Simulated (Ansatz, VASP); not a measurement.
# Os in VASP and in Ansatz

File INCAR:

```
PREC = Accurate ; ENCUT = 520
EDIFF = 1E-6 ; ISMEAR = -1
SIGMA = 0.08 ; LREAL = False
LASPH = True ; NELM = 100
ALGO = Normal ; ISIF = 2
LWAVE = False ; LCHARG = True
GGA = PE ; LELF = True
LVHAR = True ; NBANDS = 15
```

The input KPOINTS:

```
regular mesh
0
Gamma
  18 18 10
```

POSCAR

```
Os
1.0
    2.5034327403      0.0000000000      0.0000000000
   -1.2517163702      2.1680363497      0.0000000000
    0.0000000000      0.0000000000      3.9990592224
Os
2
Direct
    0.3333333333      0.6666666667      0.2500000000
    0.6666666667      0.3333333333      0.7500000000
```

Input for Ansatz:

```yaml
crystal:
  lattice:
    - [2.5034327403, 0.0, 0.0]
    - [-1.2517163702, 2.1680363497, 0.0]
    - [0.0, 0.0, 3.9990592224]
  atoms:
    - { symbol: Os, position: [0.3333333333, 0.6666666667, 0.25] }
    - { symbol: Os, position: [0.6666666667, 0.3333333333, 0.75] }
kpoints:
  mp_grid: { grid: [18, 18, 10] }
scf:
  occupations: { method: fermi_dirac, width: 0.08 }
hamiltonian:
  xc: pbe
  pseudopotentials: { kind: paw }
output:
  forces: true
  stress: true
  eigenvalues: true
  populations: true
```

Change from the starting cell: volume scaled by 0.76, PAW files.

Alike in both runs: task single point; functional PBE; k mesh 18 × 18 × 10; occupations fermi-dirac, width 0.08 eV; no spin polarisation.

```csv
,VASP,Ansatz
version,VASP 6.6.1,Ansatz 0.2.0
potentials or method,"VASP PAW PBE potentials, release 64 (Os)","PAW with Ansatz's default frozen-core files, scalar-relativistic"
plane-wave cutoff (eV),520,420
valence electrons in the cell,16,32
```

|  | VASP | Ansatz | Ansatz less VASP |
| --- | --- | --- | --- |
| pressure (GPa) | 214.7 | 206.4 | -8.33 |
| traceless stress, the component that is largest in VASP (GPa) | -0.29 | -0.01 | +0.280 |

Both programs put the cell under a high pressure, so it lies far from rest at this level. The functional is the same, so the differences come from potentials, cutoffs and numerics. VASP's potentials hold 16 valence electrons a cell and Ansatz's 32, so a difference there can come from the potentials and not from the codes.

Spin-orbit coupling is off throughout. Noted on VASP's run: the cell as given lies far from equilibrium.
